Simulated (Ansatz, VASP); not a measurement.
# InAs in VASP and in Ansatz

```
In As
1.0
     0.00000    3.10723    3.10723
     3.10723    0.00000    3.10723
     3.10723    3.10723    0.00000
In As
1 1
Direct
  0.00000 0.00000 0.00000
  0.25000 0.25000 0.25000
```

Alike in both runs: task relaxation of cell and atoms; functional PBE; k mesh 9 × 9 × 9; occupations fermi-dirac, width 0.02 eV; no spin polarisation.

|  | VASP | Ansatz |
| --- | --- | --- |
| version | VASP 6.6.1 | Ansatz 0.2.0 |
| potentials or method | VASP PAW PBE potentials, release 64 (In_d, As) | PAW with Ansatz's default frozen-core files, scalar-relativistic |
| plane-wave cutoff (eV) | 500 | 420 |
| valence electrons in the cell | 18 | 28 |

```tsv
	VASP	Ansatz	Ansatz less VASP
relaxed volume (Å³/atom)	29.63	29.60	-0.024
relaxed cell length with the largest relative difference (Å)	4.376	4.375	-0.0012
```

VASP's potentials hold 18 valence electrons a cell and Ansatz's 28, so a difference there can come from the potentials and not from the codes.
